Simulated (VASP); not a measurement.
# Si3Br (Pmmn) in VASP: further runs, part 2 of 2

VASP 6.6.1. The steps go on from the part before.

### 3 Relaxation of cell and atoms, PBE

This run uses another cell than the first one, of 17.64 Å³/atom.

Input file INCAR:

```
SYSTEM = Si3Br
  ALGO = Normal
  EDIFF = 1E-6
  EDIFFG = -0.04
  ENCUT = 600
  GGA = PE
  IBRION = 2
  ISIF = 3
  ISMEAR = 0
  LASPH = .True.
  LCHARG = .False.
  LREAL = .False.
  LWAVE = .False.
  NELM = 100
  NSW = 90
  PREC = Accurate
  SIGMA = 0.1
```

Input file KPOINTS:

```
k-points
0
Gamma
  4 4 4
  0 0 0
```

Input file POSCAR:

```
Si3Br
1.0
    4.7591502907      0.0000000000      0.0000000000
    0.0000000000      5.9198916660      0.0000000000
    0.0000000000      0.0000000000      5.0081176973
Si Br
6 2
Direct
    0.0000000000      0.2500000000      0.1670000000
    0.0000000000      0.7500000000      0.1670000000
    0.5000000000      0.7500000000      0.8330000000
    0.5000000000      0.2500000000      0.8330000000
    0.5000000000      0.0000000000      0.3300000000
    0.0000000000      0.5000000000      0.6700000000
    0.0000000000      0.0000000000      0.6700000000
    0.5000000000      0.5000000000      0.3300000000
```

Potentials or basis: VASP PAW PBE potentials, release 64 (Si, Br).

The run is started by

```bash
cat potpaw_PBE.64/Si/POTCAR potpaw_PBE.64/Br/POTCAR > POTCAR
mpirun -np 1 vasp_std > vasp.out
```

OUTCAR:

```text
SYSTEM = Si3Br
   EDIFF = 1E-6
   EDIFFG = -0.04
   ENCUT = 600
   GGA = PE
   IBRION = 2
   ISIF = 3
   ISMEAR = 0
   LASPH = .True.
   LREAL = .False.
   NELM = 100
   NSW = 90
   PREC = Accurate

 ion  position               nearest neighbor table
   1  0.000  0.250  0.167-   6 2.90   7 2.90   4 2.91   4 2.91   8 2.92   5 2.92   5 2.92   8 2.92
                             6 2.92   7 2.92   2 2.96   2 2.96
   2  0.000  0.750  0.167-   6 2.90   7 2.90   3 2.91   3 2.91   8 2.92   5 2.92   5 2.92   8 2.92
                             6 2.92   7 2.92   1 2.96   1 2.96
   3  0.500  0.750  0.833-   5 2.90   8 2.90   2 2.91   2 2.91   6 2.92   7 2.92   6 2.92   7 2.92
                             8 2.92   5 2.92   4 2.96   4 2.96
   4  0.500  0.250  0.833-   5 2.90   8 2.90   1 2.91   1 2.91   6 2.92   7 2.92   6 2.92   7 2.92
                             8 2.92   5 2.92   3 2.96   3 2.96
   5  0.500  0.000  0.330-   3 2.90   4 2.90   1 2.92   2 2.92   1 2.92   2 2.92   3 2.92   4 2.92
                             7 2.93   7 2.93   8 2.96   8 2.96
   6  0.000  0.500  0.670-   1 2.90   2 2.90   3 2.92   4 2.92   3 2.92   4 2.92   1 2.92   2 2.92
                             8 2.93   8 2.93   7 2.96   7 2.96
   7  0.000  0.000  0.670-   1 2.90   2 2.90   3 2.92   4 2.92   3 2.92   4 2.92   1 2.92   2 2.92
                             5 2.93   5 2.93   6 2.96   6 2.96
   8  0.500  0.500  0.330-   3 2.90   4 2.90   1 2.92   2 2.92   1 2.92   2 2.92   3 2.92   4 2.92
                             6 2.93   6 2.93   5 2.96   5 2.96

  LATTYP: Found a simple orthorhombic cell.
 ALAT       =     4.7591502907
 B/A-ratio  =     1.0523134155
 C/A-ratio  =     1.2438967682

  Lattice vectors:

 A1 = (  -4.7591502907,   0.0000000000,   0.0000000000)
 A2 = (   0.0000000000,   0.0000000000,   5.0081176973)
 A3 = (   0.0000000000,   5.9198916660,   0.0000000000)

Analysis of symmetry for initial positions (statically):
=====================================================================
 Subroutine PRICEL returns:
 Original cell was already a primitive cell.

 Routine SETGRP: Setting up the symmetry group for a
 simple orthorhombic supercell.

 Subroutine GETGRP returns: Found  8 space group operations
 (whereof  4 operations were pure point group operations)
 out of a pool of  8 trial point group operations.

[... 147 lines left out ...]
     AMIX     =   0.40;   BMIX     =  1.00
     AMIX_MAG =   1.60;   BMIX_MAG =  1.00
  volume/ion in A,a.u.               =      17.64       119.02
  Fermi-wavevector in a.u.,A,eV,Ry     =   1.057215  1.997847 15.207290  1.117704
  Thomas-Fermi vector in A             =   2.192480
   LORBIT       =      0    0 simple, 1 ext, 2 COOP (PROOUT), +10 PAW based schemes
   GGA     = PE    functional components
   LHFCALC =     F    Hartree Fock is set to
   AEXX    =    0.0000 exact exchange contribution
   IVDW    =     0    specifies the selected vdW correction
   LEPSILON=     F    determine dielectric tensor
   LRPA    =     F    only Hartree local field effects (RPA)
 conjugate gradient relaxation of ions
 non-spin polarized calculation
 Gauss-broadening in eV      SIGMA  =   0.10
  energy-cutoff  :      600.00
  volume of cell :      141.10
 maximum number of plane-waves:      4732
 NGX is ok and might be reduce to    40
   NGX = 19   NGY = 23   NGZ = 21

--------------------------------------- Ionic step        1  -------------------------------------------

 number of electron      38.0000000 magnetization

 Free energy of the ion-electron system (eV)
  ---------------------------------------------------
  ext. energy  EPLUGINS =         0.00000000
  ---------------------------------------------------
  free energy    TOTEN  =       -28.85743522 eV

  energy without entropy =      -28.82477025  energy(sigma->0) =      -28.84110273

------------------------ aborting loop because EDIFF is reached ----------------------------------------

  FORCE on cell =-STRESS in cart. coord.  units (eV):
  Direction    XX          YY          ZZ          XY          YZ          ZX
  --------------------------------------------------------------------------------------
  -------------------------------------------------------------------------------------
  Total        3.0634143      4.2846027      1.8775643      0.0000000      0.0000000      0.0000000
  in kB       34.7855290     48.6523065     21.3200241      0.0000000      0.0000000      0.0000000
  external PRESSURE =      34.9192866 kB  Pullay stress =       0.0000000 kB
[... 1422 lines left out ...]
     23       7.4307      0.00000
     24       7.4307      0.00000

 [... further k-points ...]

[... ionic steps 4 to 23 ...]

--------------------------------------- Ionic step       24  -------------------------------------------

 number of electron      38.0000004 magnetization

------------------------ aborting loop because EDIFF is reached ----------------------------------------
[... 79 lines left out ...]
--------------------------------------- Ionic step       26  -------------------------------------------

 number of electron      38.0000004 magnetization

 Free energy of the ion-electron system (eV)
  ---------------------------------------------------
  ext. energy  EPLUGINS =         0.00000000
  ---------------------------------------------------
  free energy    TOTEN  =       -32.11713678 eV

  energy without entropy =      -32.10740134  energy(sigma->0) =      -32.11226906

 E-fermi :   4.3562     XC(G=0):  -8.7453

 val. band max:        4.3462387591   @ k =   0.2500   0.2500   0.2500
 cond. band min:       4.4875338177   @ k =   0.5000   0.5000   0.5000
 fundamental gap:      0.1412950586
 Fermi energy:         4.3561963293
[... 683 lines left out ...]
  FREE ENERGIE OF THE ION-ELECTRON SYSTEM (eV)
  ---------------------------------------------------
  free  energy   TOTEN  =       -32.1171367832 eV

  energy  without entropy=      -32.1074013439  energy(sigma->0) =      -32.11226906

 reached required accuracy - stopping structural energy minimisation
```

OSZICAR:

```text
N       E                     dE             d eps       ncg     rms          rms(c)
DAV:   1     0.151514591115E+03    0.15151E+03   -0.17420E+04  1296   0.153E+03
DAV:   2    -0.144672347734E+02   -0.16598E+03   -0.16191E+03  1608   0.204E+02
DAV:   3    -0.287778363018E+02   -0.14311E+02   -0.14070E+02  1776   0.549E+01
[... 253 lines left out ...]
DAV:   1    -0.321171226761E+02   -0.39317E-03   -0.28797E-02  1432   0.839E-01    0.102E-01
DAV:   2    -0.321171709087E+02   -0.48233E-04   -0.17086E-03  1720   0.213E-01    0.551E-02
DAV:   3    -0.321171420871E+02    0.28822E-04   -0.83409E-05  1512   0.494E-02    0.178E-02
DAV:   4    -0.321171370630E+02    0.50241E-05   -0.11297E-05  1656   0.175E-02    0.922E-03
DAV:   5    -0.321171367832E+02    0.27978E-06   -0.36166E-06  1384   0.936E-03
  26 F= -.32117137E+02 E0= -.32112269E+02  d E =-.119822E-02
```

Run time: 13 min. Hardware: 1 thread of AMD EPYC 9R45 (Zen 5), shared host; peak memory 0.29 GiB.

What came out:

```yaml
Free_energy: -32.1171 eV
Relaxed_volume: 24.36 Å³/atom
Relaxed_cell: a = 4.692 Å, b = 6.711 Å, c = 6.190 Å, α = 90.00°, β = 90.00°, γ = 90.00°
Space_group_after_relaxing_to_0.1_Å: Pmmn (No. 59)
Energy_gained_by_relaxing: 407.5 meV/atom
Ionic_steps: 26
Pressure_after_relaxing: 0.1 GPa
Largest_force_after_relaxing: 0.017 eV/Å
Band_gap_on_the_k_mesh: zero (bands 19 and 20 overlap by 2.99 eV)
```

Forces in eV/Å, atoms in the order of the input:
```
Si   0.000 -0.005  0.006
Si   0.000  0.005  0.006
Si   0.000 -0.005 -0.006
Si   0.000  0.005 -0.006
Si   0.000  0.000 -0.017
Si   0.000  0.000  0.017
Br   0.000  0.000  0.002
Br   0.000  0.000 -0.002
```

Stress tensor (GPa, compression positive):
```
-0.05  0.00  0.00
 0.00  0.15  0.00
 0.00  0.00  0.12
```

Step by step:
| step | energy change (eV) | largest force (eV/Å) | pressure (GPa) | volume (Å³) |
| --- | --- | --- | --- | --- |
| 1 | 0.0000 | 0.9807 | 3.49 | 141.10 |
| 2 | -0.2254 | 1.0386 | -0.04 | 149.09 |
| 3 | -0.3062 | 1.1548 | -3.41 | 160.09 |
| 4 | -0.4725 | 1.2552 | -3.47 | 161.08 |
| 5 | -1.0353 | 1.2381 | -3.14 | 163.97 |
| 6 | -1.6267 | 0.9474 | 0.73 | 169.52 |
| 7 | -1.6338 | 0.8102 | -0.39 | 168.37 |
| 8 | -1.6454 | 0.8466 | 0.07 | 168.88 |
| 9 | -1.8695 | 0.8262 | 0.78 | 170.79 |
| 10 | -1.9131 | 0.8224 | 1.38 | 171.85 |
| 11 | -2.2537 | 0.5613 | -0.59 | 179.23 |
| 12 | -2.4764 | 0.3956 | -2.22 | 190.31 |
| 13 | -2.8581 | 0.5255 | -0.12 | 185.71 |
| 14 | -2.9609 | 0.7655 | 1.79 | 182.18 |
| 15 | -3.1051 | 0.7297 | 1.02 | 187.53 |
| 16 | -3.1106 | 0.6532 | 1.08 | 186.79 |
| 17 | -3.2110 | 0.3223 | -0.52 | 192.80 |
| 18 | -3.2150 | 0.2879 | -0.86 | 194.30 |
| 19 | -3.2404 | 0.1250 | 0.19 | 191.29 |
| 20 | -3.2404 | 0.1263 | 0.15 | 191.40 |
| 21 | -3.2471 | 0.1083 | 0.17 | 191.75 |
| 22 | -3.2515 | 0.0754 | 0.21 | 192.38 |
| 23 | -3.2558 | 0.0527 | 0.12 | 193.22 |
| 24 | -3.2585 | 0.0712 | -0.01 | 194.66 |
| 25 | -3.2593 | 0.0468 | 0.02 | 194.76 |
| 26 | -3.2597 | 0.0169 | 0.07 | 194.89 |

Final structure:
```
Si Br
1.0
     4.69179    0.00000    0.00000
     0.00000    6.71114    0.00000
     0.00000    0.00000    6.18956
Si Br
6 2
Direct
  0.00000 0.19284 0.05229
  0.00000 0.80716 0.05229
  0.50000 0.69284 0.94771
  0.50000 0.30716 0.94771
  0.50000 0.00000 0.18228
  0.00000 0.50000 0.81772
  0.00000 0.00000 0.69236
  0.50000 0.50000 0.30764
```

Levels at points of the mesh, in eV from the Fermi level:
| k point | band 16 | band 17 | band 18 | band 19 | band 20 | band 21 |
| --- | --- | --- | --- | --- | --- | --- |
| (0.00, 0.00, 0.00) | -2.60 | -2.30 | -1.94 | -1.81 | -0.66 | 0.93 |
| (0.50, 0.00, 0.00) | -2.13 | -0.95 | -0.95 | 1.30 | 1.30 | 2.03 |
| (0.00, 0.50, 0.00) | -2.87 | -1.10 | -1.10 | -0.21 | -0.21 | 0.42 |
| (0.50, 0.50, 0.00) | -3.43 | -0.17 | -0.17 | 0.95 | 0.95 | 1.21 |
| (0.00, 0.00, 0.50) | -2.77 | -2.15 | -2.10 | -1.92 | -1.69 | 0.70 |
| (0.50, 0.00, 0.50) | -1.42 | -0.78 | -0.78 | 0.44 | 0.44 | 1.86 |
| (0.00, 0.50, 0.50) | -3.10 | -1.63 | -1.63 | 0.50 | 0.50 | 0.50 |
| (0.50, 0.50, 0.50) | -2.98 | 0.13 | 0.13 | 0.15 | 0.15 | 1.52 |

Caveat: the volume moved by over 15 % at a fixed basis, so the end points are rough.
